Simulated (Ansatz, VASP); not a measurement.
HfO2 in VASP and in Ansatz

```
Hf O
1.0
     0.00000   -2.52207   -2.52207
     0.00000    2.52207   -2.52207
     5.04413    0.00000    0.00000
Hf O
2 4
Direct
  0.02399 0.97601 0.00000
  0.47601 0.52399 0.50000
  0.99905 0.49905 0.70194
  0.50095 0.00095 0.29806
  0.99905 0.49905 0.20194
  0.50095 0.00095 0.79806
```

Change from the starting cell: mode 1 frozen in at -0.242 Å and mode 5 at -0.121 Å (largest displacements).

Alike in both runs: task single point; functional PBEsol; k mesh 6 × 6 × 6; occupations gaussian, width 0.05 eV; no spin polarisation.

|  | VASP | Ansatz |
| --- | --- | --- |
| version | VASP 6.6.1 | Ansatz 0.2.0 |
| potentials or method | VASP PAW PBE potentials, release 64 (Hf_pv, O), cutoff 520 eV | scalar-relativistic, plane waves, PAW |
| valence electrons in the cell | 44 | 76 |

|  | VASP | Ansatz | Ansatz less VASP |
| --- | --- | --- | --- |
| gap on the k mesh at the Fermi level (eV) | 4.46 | 4.48 | +0.027 |
| least direct gap on the mesh (eV) | 4.53 | 4.55 | +0.016 |
| pressure (GPa) | 4.2 | 7.6 | +3.43 |
| traceless stress, the component that is largest in VASP (GPa) | 7.83 | 7.76 | -0.074 |
| rms of the force components (eV/Å) | 0.610 | 0.612 | +0.0015 |

VASP's potentials were made for PBE, not for PBEsol, and Ansatz warns of the same on its side. Atom by atom the forces differ by 0.018 eV/Å (rms over components). VASP's potentials hold 44 valence electrons a cell and Ansatz's 76, so a difference there can come from the potentials and not from the codes.

Neither program's run includes spin-orbit coupling.
